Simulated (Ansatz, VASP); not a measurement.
Na3H2: VASP beside Ansatz

INCAR

```
PREC = Accurate ; ENCUT = 500
EDIFF = 1E-7 ; ISMEAR = 0
SIGMA = 0.1 ; LREAL = False
LASPH = True ; NELM = 120
ALGO = Normal ; ISIF = 3
LWAVE = False ; LCHARG = False
GGA = PE ; IBRION = 2
NSW = 90 ; EDIFFG = -0.04
GGA_COMPAT = False ; NELMIN = 4
```

Contents of KPOINTS:

```
regular mesh
0
Gamma
  6 6 4
```

File POSCAR:

```
Na3H2
1.0
    3.7775634686      0.0000000000      0.0000000000
   -1.8887817343      3.2714659282      0.0000000000
    0.0000000000      0.0000000000      5.8772751428
Na H
3 2
Direct
    0.0000000000      0.0000000000      0.0000000000
    0.3333333333      0.6666666667      0.6450000000
    0.6666666667      0.3333333333      0.3550000000
    0.3333333333      0.6666666667      0.2450000000
    0.6666666667      0.3333333333      0.7550000000
```

Input for Ansatz:

```yaml
crystal:
  lattice:
    - [3.7775634686, 0.0, 0.0]
    - [-1.8887817343, 3.2714659282, 0.0]
    - [0.0, 0.0, 5.8772751428]
  atoms:
    - { symbol: Na, position: [0.0, 0.0, 0.0] }
    - { symbol: Na, position: [0.3333333333, 0.6666666667, 0.645] }
    - { symbol: Na, position: [0.6666666667, 0.3333333333, 0.355] }
    - { symbol: H, position: [0.3333333333, 0.6666666667, 0.245] }
    - { symbol: H, position: [0.6666666667, 0.3333333333, 0.755] }
basis:
  ecutwfc: 420
kpoints:
  mp_grid: { grid: [6, 6, 4] }
hamiltonian:
  xc: pbe
scf:
  occupations: { method: gaussian, width: 0.1 }
  lower_state_search: "off"
output:
  forces: true
  stress: true
  eigenvalues: true
relax:
  adjacent_minimum: "off"
  f_tol: 0.04
  max_steps: 70
  cell: { stress_tol: 0.4 }
```

Alike in both runs: task relaxation of cell and atoms; functional PBE; k mesh 6 × 6 × 4; occupations gaussian, width 0.1 eV; no spin polarisation.

|  | VASP | Ansatz |
| --- | --- | --- |
| version | VASP 6.6.1 | Ansatz 0.2.0 |
| potentials or method | VASP PAW PBE potentials, release 64 (Na_pv, H), cutoff 500 eV | scalar-relativistic, plane waves, PAW |
| valence electrons in the cell | 23 | 29 |

|  | VASP | Ansatz | Ansatz less VASP |
| --- | --- | --- | --- |
| gap on the k mesh at the Fermi level, each at its own relaxed structure (eV) | none | none | - |
| relaxed volume (Å³/atom) | 17.54 | 18.20 | +0.661 |
| relaxed cell length with the largest relative difference (Å) | 8.594 | 8.871 | +0.2773 |

A gap of «none» marks a metal or a gap that the smearing closes. VASP's potentials hold 23 valence electrons a cell and Ansatz's 29, so a difference there can come from the potentials and not from the codes.

Noted on VASP's run: the volume moved by over 15 % at a fixed basis, so the end points are rough.
